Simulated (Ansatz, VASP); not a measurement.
# One calculation of GaP, two programs

File POSCAR:

```
GaP
1.0
    0.0000000000      2.7253992957      2.7253992957
    2.7253992957      0.0000000000      2.7253992957
    2.7253992957      2.7253992957      0.0000000000
Ga P
1 1
Direct
    0.0000000000      0.0000000000      0.0000000000
    0.2500000000      0.2500000000      0.2500000000
```

INCAR.step1

```
PREC     = Accurate       # precision mode
ENCUT    = 520            # plane-wave cutoff, eV
ISMEAR   = 0              # smearing method
SIGMA    = 0.01           # smearing width, eV
LREAL    = F              # projectors in reciprocal space
LASPH    = T              # aspherical terms in the spheres
NELM     = 60             # most SCF steps
NBANDS   = 16             # bands
GGA      = PE             # functional
ALGO     = Normal         # electronic algorithm
EDIFF    = 1E-4           # SCF threshold, eV
LWAVE    = T              # write WAVECAR
LCHARG   = F              # write CHGCAR
```

INCAR.step2

```
PREC     = Accurate       # precision mode
ENCUT    = 520            # plane-wave cutoff, eV
EDIFF    = 1E-6           # SCF threshold, eV
ISMEAR   = 0              # smearing method
SIGMA    = 0.01           # smearing width, eV
LREAL    = F              # projectors in reciprocal space
LASPH    = T              # aspherical terms in the spheres
NELM     = 60             # most SCF steps
ALGO     = Normal         # electronic algorithm
ISIF     = 2              # what is computed and relaxed
LWAVE    = F              # write WAVECAR
LCHARG   = F              # write CHGCAR
METAGGA  = R2SCAN         # meta-GGA
LMIXTAU  = T            
IVDW     = 12             # dispersion correction
VDW_S6   = 1.0          
VDW_S8   = 0.78981345   
VDW_A1   = 0.49484001   
VDW_A2   = 5.73083694   
NBANDS   = 16             # bands
ISTART   = 1
```

KPOINTS

```
Automatic mesh
0
Gamma
  6 6 6
```

Input for Ansatz:

```yaml
crystal:
  lattice:
    - [0.0, 2.7253992957, 2.7253992957]
    - [2.7253992957, 0.0, 2.7253992957]
    - [2.7253992957, 2.7253992957, 0.0]
  atoms:
    - { symbol: Ga, position: [0.0, 0.0, 0.0] }
    - { symbol: P, position: [0.25, 0.25, 0.25] }
kpoints:
  mp_grid: { grid: [6, 6, 6] }
hamiltonian:
  xc: r2scan
  dispersion: d3bj
scf:
  occupations: { method: fixed }
  n_extra_bands: 4
output:
  forces: true
  stress: true
  eigenvalues: true
```

Alike in both runs: task single point; functional r2SCAN; dispersion D3(BJ); k mesh 6 × 6 × 6; no spin polarisation.

```csv
,VASP,Ansatz
version,VASP 6.6.1,Ansatz 0.2.0
potentials or method,"VASP PAW PBE potentials, release 64 (Ga_d, P)",plane waves
plane-wave cutoff (eV),520,500
occupations,"gaussian, width 0.01 eV",fixed
valence electrons in the cell,18,18
```

```tsv
	VASP	Ansatz	Ansatz less VASP
gap on the k mesh at the Fermi level (eV)	1.91	1.90	-0.005
pressure (GPa)	-1.2	-1.1	+0.05
```

VASP's potentials were made for PBE, not for r2SCAN. Ansatz's warnings: dispersion damping borrowed.
